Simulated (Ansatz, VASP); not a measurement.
# Al2BN3: VASP beside Ansatz

```
CELL_PARAMETERS angstrom
2.22182 1.28277 4.31967
-2.22182 1.28277 4.31967
0.00000 -2.56554 4.31967
ATOMIC_POSITIONS crystal
Al 0.32488 0.32488 0.32488
Al 0.67512 0.67512 0.67512
B 0.50000 0.50000 0.50000
N 0.00000 0.00000 0.50000
N 0.50000 0.00000 0.00000
N 0.00000 0.50000 0.00000
```

Alike in both runs: task single point; functional PBE; k mesh 6 × 6 × 6; occupations gaussian, width 0.1 eV; collinear spin.

|  | VASP | Ansatz |
| --- | --- | --- |
| version | VASP 6.6.1 | Ansatz 0.2.0 |
| potentials or method | VASP PAW PBE potentials, release 64 (Al, B, N), cutoff 520 eV | scalar-relativistic, plane waves, PAW |
| valence electrons in the cell | 24 | 24 |

VASP gave:

- gap on the k mesh at the Fermi level (eV): none
- pressure (GPa): -11.8
- traceless stress, the component that is largest in VASP (GPa): -15.96
- rms of the force components (eV/Å): 0.983
- net moment per atom (μB): 0.00

Task: Which values does Ansatz return?

Result: gap on the k mesh at the Fermi level (eV): none; pressure (GPa): -11.7; traceless stress, the component that is largest in VASP (GPa): -15.98; rms of the force components (eV/Å): 0.985; net moment per atom (μB): 0.00.

Atom by atom the forces differ by 0.001 eV/Å (rms over components). A gap of «none» marks a metal or a gap that the smearing closes. Ansatz's warnings: seeded moment not kept.
